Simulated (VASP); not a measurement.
Input of a VASP 6.6.1 run:

INCAR

```
SYSTEM = P
  PREC = Accurate
  ENCUT = 520
  EDIFF = 1E-6
  ISMEAR = 0
  SIGMA = 0.05
  LREAL = .False.
  LASPH = .True.
  NELM = 100
  ALGO = Normal
  ISIF = 2
  LWAVE = .False.
  LCHARG = .False.
  GGA = PS
  NBANDS = 18
```

The input KPOINTS:

```
Automatic mesh
0
Gamma
  8 1 6
  0 0 0
```

Contents of POSCAR:

```
P
1.0
    3.2843671017      0.0000000000      0.0000000000
    0.0000000000     34.8747470704      0.0000000000
    0.0000000000      0.0000000000      4.4369100789
P
4
Direct
   -0.0380590830      0.9696876236      0.5826201292
    0.0000000000      0.0303123764      0.4173798708
    0.5000000000      0.0303123764      0.0826201292
    0.5000000000      0.9696876236      0.9173798708
```

Potentials or basis: VASP PAW PBE potentials, release 64 (P).

The run is started by

```bash
$ cat potpaw_PBE.64/P/POTCAR > POTCAR
$ mpirun -np 1 vasp_std > vasp.out
```

(1) Estimate the band gap on the k mesh.

(2) What does it give for the largest force?

## Answers

(1) 0.69 eV.

(2) 1.441 eV/Å.

Caveat: the cell differs from its parent crystal (atom 1 (P) moved +0.125 Å towards its neighbour atom 1 (P) at 3.284 Å); there is no dipole correction, which matters where the two faces differ; semilocal functionals underestimate gaps, and a narrow one can read as zero; the PAW data sets were made with another functional, which shifts forces and pressure a little.
